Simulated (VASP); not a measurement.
# AlRu (Pm-3m) in VASP: a series of runs, part 2 of 2

VASP 6.6.1. The steps go on from the part before.

### 5 Single point, r2SCAN (14.59 Å³/atom)

This run uses another cell than the first one, of 14.59 Å³/atom.

File POSCAR:

```
AlRu
1.0
    3.0789038669      0.0000000000      0.0000000000
    0.0000000000      3.0789038669      0.0000000000
    0.0000000000      0.0000000000      3.0789038669
Al Ru
1 1
Direct
    0.0000000000      0.0000000000      0.0000000000
    0.5000000000      0.5000000000      0.5000000000
```

File INCAR.step1:

```
PREC = Accurate ; ENCUT = 520
ISMEAR = 0 ; SIGMA = 0.1
LREAL = False ; LASPH = True
NELM = 100 ; NBANDS = 16
GGA = PE ; ALGO = Normal
EDIFF = 1E-4 ; LWAVE = True
LCHARG = False
```

File INCAR.step2:

```
PREC = Accurate ; ENCUT = 520
EDIFF = 1E-6 ; ISMEAR = 0
SIGMA = 0.1 ; LREAL = False
LASPH = True ; NELM = 100
ALGO = Normal ; ISIF = 2
LWAVE = False ; LCHARG = False
METAGGA = R2SCAN ; LMIXTAU = True
NBANDS = 16 ; ISTART = 1
```

File KPOINTS:

```
Automatic mesh
0
Gamma
  14 14 14
```

Potentials or basis: VASP PAW PBE potentials, release 64 (Al, Ru_pv).

The run is started by

```bash
> cat potpaw_PBE.64/Al/POTCAR potpaw_PBE.64/Ru_pv/POTCAR > POTCAR
> cp INCAR.step1 INCAR
> mpirun -np 1 vasp_std > vasp.out
> cp INCAR.step2 INCAR
> mpirun -np 1 vasp_std > vasp.out
```

OUTCAR:

```text
PREC = Accurate
   ENCUT = 520
   EDIFF = 1E-6
   ISMEAR = 0
   LREAL = False
   LASPH = True
   NELM = 100
   ISIF = 2
   METAGGA = R2SCAN
   ISTART = 1

 ion  position               nearest neighbor table
   1  0.000  0.000  0.000-   2 2.67   2 2.67   2 2.67   2 2.67   2 2.67   2 2.67   2 2.67   2 2.67

   2  0.500  0.500  0.500-   1 2.67   1 2.67   1 2.67   1 2.67   1 2.67   1 2.67   1 2.67   1 2.67

  LATTYP: Found a simple cubic cell.
 ALAT       =     3.0789038669

  Lattice vectors:

 A1 = (   3.0789038669,   0.0000000000,   0.0000000000)
 A2 = (   0.0000000000,   3.0789038669,   0.0000000000)
 A3 = (   0.0000000000,   0.0000000000,   3.0789038669)

Analysis of symmetry for initial positions (statically):
=====================================================================
 Subroutine PRICEL returns:
 Original cell was already a primitive cell.

 Routine SETGRP: Setting up the symmetry group for a
 simple cubic supercell.

 Subroutine GETGRP returns: Found 48 space group operations
 (whereof 48 operations were pure point group operations)
 out of a pool of 48 trial point group operations.

The static configuration has the point symmetry O_h .

Analysis of symmetry for dynamics (positions and initial velocities):
=====================================================================
 Subroutine PRICEL returns:
 Original cell was already a primitive cell.

 Routine SETGRP: Setting up the symmetry group for a
 simple cubic supercell.

 Subroutine GETGRP returns: Found 48 space group operations
 (whereof 48 operations were pure point group operations)
 out of a pool of 48 trial point group operations.

The dynamic configuration has the point symmetry O_h .

 Subroutine INISYM returns: Found 48 space group operations
 (whereof 48 operations are pure point group operations),
 and found     1 'primitive' translations

----------------------------------------------------------------------------------------

                                     Primitive cell

  volume of cell :      29.1869

  direct lattice vectors                    reciprocal lattice vectors
     3.078903867  0.000000000  0.000000000     0.324790914  0.000000000  0.000000000
     0.000000000  3.078903867  0.000000000     0.000000000  0.324790914  0.000000000
     0.000000000  0.000000000  3.078903867     0.000000000  0.000000000  0.324790914

  length of vectors
     3.078903867  3.078903867  3.078903867     0.324790914  0.324790914  0.324790914

  position of ions in fractional coordinates (direct lattice)
     0.000000000  0.000000000  0.000000000
     0.500000000  0.500000000  0.500000000

  ion indices of the primitive-cell ions
   primitive index   ion index
                 1           1
                 2           2

----------------------------------------------------------------------------------------

 KPOINTS: Automatic mesh

Automatic generation of k-mesh.
 Grid dimensions read from file:
 generate k-points for:   14   14   14

 Generating k-lattice:

  Cartesian coordinates                     Fractional coordinates (reciprocal lattice)
     0.023199351  0.000000000  0.000000000     0.071428571  0.000000000  0.000000000
     0.000000000  0.023199351  0.000000000     0.000000000  0.071428571  0.000000000
     0.000000000  0.000000000  0.023199351     0.000000000  0.000000000  0.071428571

  Length of vectors
     0.023199351  0.023199351  0.023199351

  Shift w.r.t. Gamma in fractional coordinates (k-lattice)
     0.000000000  0.000000000  0.000000000

 Subroutine IBZKPT returns following result:
 ===========================================

 Found    120 irreducible k-points:

 Following reciprocal coordinates:
            Coordinates               Weight
  0.000000  0.000000  0.000000      1.000000
  0.071429  0.000000  0.000000      6.000000
  0.142857  0.000000  0.000000      6.000000
  0.214286  0.000000  0.000000      6.000000
  0.285714  0.000000  0.000000      6.000000
  0.357143  0.000000  0.000000      6.000000
[... 16 lines left out ...]
  0.285714  0.214286  0.000000     24.000000
  0.357143  0.214286  0.000000     24.000000
 [... further k-points ...]
   k-points           NKPTS =    120   k-points in BZ     NKDIM =    120   number of bands    NBANDS=     16
   number of dos      NEDOS =    301   number of ions     NIONS =      2
   total plane-waves  NPLWV =  13824
   dimension x,y,z NGX =    24 NGY =   24 NGZ =   24
   dimension x,y,z NGXF=    48 NGYF=   48 NGZF=   48
   ions per type =               1   1
   NGX,Y,Z   is equivalent  to a cutoff of  12.96, 12.96, 12.96 a.u.
   NGXF,Y,Z  is equivalent  to a cutoff of  25.92, 25.92, 25.92 a.u.
 SYSTEM =  unknown system
   PREC   = accura    normal or accurate (medium, high low for compatibility)
   ISTART =      1    job   : 0-new  1-cont  2-samecut
   ICHARG =      0    charge: 1-file 2-atom 10-const
   ISPIN  =      1    spin polarized calculation?
   LNONCOLLINEAR =      F non collinear calculations
   LSORBIT =      F    spin-orbit coupling
   LASPH  =      T    aspherical Exc in radial PAW
   ENCUT  =  520.0 eV  38.22 Ry    6.18 a.u.   5.72  5.72  5.72*2*pi/ulx,y,z
   NELM   =    100;   NELMIN=  2; NELMDL=  0     # of ELM steps
   EDIFF  = 0.1E-05   stopping-criterion for ELM
   LREAL  =      F    real-space projection
   EDIFFG = 0.1E-04   stopping-criterion for IOM
   NSW    =      0    number of steps for IOM
   IBRION =     -1    ionic relax: 0-MD 1-quasi-New 2-CG
   NFREE  =      0    steps in history (QN), initial steepest desc. (CG)
   ISIF   =      2    stress and relaxation
   ISYM   =      2    0-nonsym 1-usesym 2-fastsym
   POTIM  = 0.5000    time-step for ionic-motion
   TEBEG  =    0.0;   TEEND  =   0.0 temperature during run
   PSTRESS=    0.0 pullay stress
   NELECT =      17.0000    total number of electrons
   NUPDOWN=      -1.0000    fix difference up-down
   EMIN   =  10.00;   EMAX   =-10.00  energy-range for DOS
   EFERMI =   0.00;   METHOD = LEGACY
   ISMEAR =     0;   SIGMA  =   0.10  broadening in eV -4-tet -1-fermi 0-gaus
   EFERMI_NEDOS =   21; number of points for ismear=-14 and -15
   IALGO  =     38    algorithm
   IMIX   =      4    mixing-type and parameters
     AMIX     =   0.40;   BMIX     =  1.00
     AMIX_MAG =   1.60;   BMIX_MAG =  1.00
  volume/ion in A,a.u.               =      14.59        98.48
  Fermi-wavevector in a.u.,A,eV,Ry     =   1.367188  2.583611 25.432063  1.869204
  Thomas-Fermi vector in A             =   2.493263
   LORBIT       =      0    0 simple, 1 ext, 2 COOP (PROOUT), +10 PAW based schemes
   METAGGA = R2SCAN    functional components
   LHFCALC =     F    Hartree Fock is set to
   AEXX    =    0.0000 exact exchange contribution
   IVDW    =     0    specifies the selected vdW correction
   LEPSILON=     F    determine dielectric tensor
   LRPA    =     F    only Hartree local field effects (RPA)
 non-spin polarized calculation
 Gauss-broadening in eV      SIGMA  =   0.10
  energy-cutoff  :      520.00
  volume of cell :       29.19
 maximum number of plane-waves:       840
 NGX is ok and might be reduce to    24
   NGX = 11   NGY = 11   NGZ = 11

 number of electron      17.0000008 magnetization

 Free energy of the ion-electron system (eV)
  ---------------------------------------------------
  ext. energy  EPLUGINS =         0.00000000
  ---------------------------------------------------
  free energy    TOTEN  =       -33.45586430 eV

  energy without entropy =      -33.44529668  energy(sigma->0) =      -33.45058049

 E-fermi :   9.4032     XC(G=0): -13.1398

 val. band max:        9.3889456968   @ k =   0.3571   0.1429   0.0000
 cond. band min:       9.4066750148   @ k =   0.0714   0.0714   0.0000
 fundamental gap:      0.0177293180
 Fermi energy:         9.4032447184

 k-point     1 :       0.0000    0.0000    0.0000
  band No.  band energies     occupation
      1     -33.6519      2.00000
      2     -33.6519      2.00000
      3     -33.6519      2.00000
      4      -0.2660      2.00000
      5       6.1875      2.00000
      6       6.1875      2.00000
[... 8 lines left out ...]
     15      20.3384      0.00000
     16      24.2212      0.00000
[... 419 lines left out ...]
 k-point    24 :       0.3571    0.2143    0.0000
  band No.  band energies     occupation
      1     -33.7798      2.00000
      2     -33.7033      2.00000
      3     -33.6346      2.00000
      4       2.5856      2.00000
      5       5.6427      2.00000
      6       7.0872      2.00000
[... 8 lines left out ...]
     15      21.9058      0.00000
     16      23.8536      0.00000

 [... further k-points ...]

------------------------ aborting loop because EDIFF is reached ----------------------------------------

  FORCE on cell =-STRESS in cart. coord.  units (eV):
  Direction    XX          YY          ZZ          XY          YZ          ZX
  --------------------------------------------------------------------------------------
  -------------------------------------------------------------------------------------
  Total       -3.1115781     -3.1115781     -3.1115781      0.0000000     -0.0000000     -0.0000000
  in kB     -170.8059116   -170.8059116   -170.8059116      0.0000000     -0.0000000     -0.0000000
  external PRESSURE =    -170.8059116 kB  Pullay stress =       0.0000000 kB

 VOLUME and BASIS-vectors are now :
 -----------------------------------------------------------------------------
  energy-cutoff  :      520.00
  volume of cell :       29.19
      direct lattice vectors                 reciprocal lattice vectors
     3.078903867  0.000000000  0.000000000     0.324790914  0.000000000  0.000000000
     0.000000000  3.078903867  0.000000000     0.000000000  0.324790914  0.000000000
     0.000000000  0.000000000  3.078903867     0.000000000  0.000000000  0.324790914

 POSITION                                       TOTAL-FORCE (eV/Angst)
 -----------------------------------------------------------------------------------
      0.00000      0.00000      0.00000         0.000000      0.000000      0.000000
      1.53945      1.53945      1.53945         0.000000      0.000000      0.000000
 -----------------------------------------------------------------------------------
    total drift:                                0.000000     -0.000000     -0.000000

  FREE ENERGIE OF THE ION-ELECTRON SYSTEM (eV)
  ---------------------------------------------------
  free  energy   TOTEN  =       -33.4558642968 eV

  energy  without entropy=      -33.4452966841  energy(sigma->0) =      -33.45058049
```

OUTCAR.step1:

```text
PREC = Accurate
   ENCUT = 520
   ISMEAR = 0
   LREAL = False
   LASPH = True
[... 679 lines left out ...]
      0.00000      0.00000      0.00000         0.000000      0.000000      0.000000
      1.53945      1.53945      1.53945         0.000000      0.000000      0.000000
 -----------------------------------------------------------------------------------
    total drift:                                0.000000     -0.000000     -0.000000

  FREE ENERGIE OF THE ION-ELECTRON SYSTEM (eV)
  ---------------------------------------------------
  free  energy   TOTEN  =       -14.1698351904 eV

  energy  without entropy=      -14.1589709695  energy(sigma->0) =      -14.16440308
```

OSZICAR.step1:

```text
N       E                     dE             d eps       ncg     rms          rms(c)
DAV:   1     0.113307569353E+03    0.11331E+03   -0.91559E+03  3920   0.972E+02
DAV:   2    -0.129815161464E+02   -0.12629E+03   -0.12034E+03  4576   0.285E+02
DAV:   3    -0.148026306674E+02   -0.18211E+01   -0.18158E+01  4736   0.358E+01
DAV:   4    -0.148168297420E+02   -0.14199E-01   -0.14183E-01  4928   0.328E+00
DAV:   5    -0.148170499976E+02   -0.22026E-03   -0.21982E-03  4712   0.372E-01    0.101E+01
DAV:   6    -0.142877536944E+02    0.52930E+00   -0.24072E+00  4248   0.164E+01    0.237E+00
DAV:   7    -0.141863391481E+02    0.10141E+00   -0.23960E-01  4096   0.538E+00    0.169E+00
DAV:   8    -0.141700433140E+02    0.16296E-01   -0.22468E-02  4648   0.117E+00    0.199E-01
DAV:   9    -0.141698458335E+02    0.19748E-03   -0.43637E-04  4744   0.147E-01    0.119E-01
DAV:  10    -0.141698351904E+02    0.10643E-04   -0.37919E-05  2720   0.689E-02
   1 F= -.14169835E+02 E0= -.14164403E+02  d E =-.108642E-01
```

Run time: 2.3 min. Hardware: 1 thread of Intel Xeon 8259CL, shared host; peak memory 0.19 GiB.

Results:

```yaml
Free_energy: -33.4559 eV
Pressure: -17.1 GPa
Band_gap_on_the_k_mesh: zero (an odd number of electrons rules out a gap without spin polarisation)
```

Levels at points of the mesh, in eV from the Fermi level:
```csv
k point,band 5,band 6,band 7,band 8,band 9,band 10,band 11,band 12,band 13,band 14
"(0.00, 0.00, 0.00)",-3.22,-3.22,0.14,0.14,0.14,6.08,6.08,6.08,10.29,10.94
"(0.50, 0.00, 0.00)",-5.54,-2.44,-1.51,-1.51,0.36,2.20,7.77,10.29,11.14,11.14
"(0.50, 0.50, 0.00)",-2.80,-1.42,-1.42,-1.09,-1.09,1.51,5.09,5.88,10.29,10.71
"(0.50, 0.50, 0.50)",-4.44,-4.44,1.60,1.60,2.64,4.11,4.11,4.11,8.16,8.16
```

Caveat: the cell stands under tension; the PAW data sets were made with another functional, which shifts forces and pressure a little.

### 6 Overview

| cell | gap on the mesh (eV) | pressure (GPa) |
| --- | --- | --- |
| a = 2.983 Å, 2 atoms | none | 0.1 |
| a = 3.012 Å, 2 atoms | none | -6.0 |
| a = 3.041 Å, 2 atoms | none | -11.3 |
| a = 3.079 Å, 2 atoms | none | -17.1 |

Alike in all rows: task single point; level r2SCAN; potentials or basis VASP PAW PBE potentials, release 64 (Al, Ru_pv); no spin polarisation; k mesh 14 × 14 × 14; cutoff (eV) 520; smearing gaussian 0.1 eV.

Caveats: the PAW data sets were made with another functional, which shifts forces and pressure a little; the cell stands under tension (at least some runs).

Absolute energies hang on the potentials; compare differences alone.

The gap in the log of VASP goes by the Fermi energy; the results here count the filled bands.